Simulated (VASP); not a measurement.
Write the native input for VASP 6.6.1 that does the following.

```
Task                   : single point
Functional             : PBEsol
Potentials or basis    : VASP PAW PBE potentials, release 64 (Al, Au)
Cutoff                 : 520 eV
k mesh                 : 12 × 12 × 10
Occupations            : gaussian, width 0.1 eV
Spin                   : no spin polarisation
Dipole correction      : no
Further INCAR settings : ALGO = Fast; EDIFF = 1e-06; NBANDS = 16
```

The structure of Al2Au lies in POSCAR:

```
Al2Au
1.0
   -0.0383700000      2.9460000000      2.9108400000
    2.9304600000     -0.0117000000      2.8841700000
    3.0120900000      3.0009600000     -0.0933300000
Al Au
2 1
Direct
    0.3074250000      0.1926550000      0.1986616667
    0.7063933333      0.7982100000      0.7519533333
   -0.0138183333      0.0091350000      0.0493850000
```

This cell differs from its parent crystal: atoms moved at random and the cell strained at random.

These files were run (other wordings do the same):

INCAR

```
SYSTEM = Al2Au
ALGO = Fast ; EDIFF = 1E-6
ENCUT = 520 ; GGA = PS
ISIF = 2 ; ISMEAR = 0
LASPH = .True. ; LCHARG = .False.
LREAL = .False. ; LWAVE = .False.
NBANDS = 16 ; NELM = 100
PREC = Accurate ; SIGMA = 0.1
```

KPOINTS

```
k-points
0
Gamma
  12 12 10
  0 0 0
```

Potentials or basis: VASP PAW PBE potentials, release 64 (Al, Au).

Launch:

```bash
$ cat potpaw_PBE.64/Al/POTCAR potpaw_PBE.64/Au/POTCAR > POTCAR
$ mpirun -np 1 vasp_std > vasp.out
```

Results of the run:

| Property | Result |
| --- | --- |
| Pressure | 13.6 GPa |
| Largest force | 3.903 eV/Å |
| Band gap on the k mesh | zero (an odd number of electrons rules out a gap without spin polarisation) |

Caveat: the cell differs from its parent crystal (atoms moved at random and the cell strained at random); the cell stands under pressure; the PAW data sets were made with another functional, which shifts forces and pressure a little; spin-orbit coupling is left out, which moves the levels of the heavy elements.

It took 5.6 min on 1 thread of Intel(R) Xeon(R) Platinum 8488C (Sapphire Rapids) (shared host), peak memory 0.66 GiB.
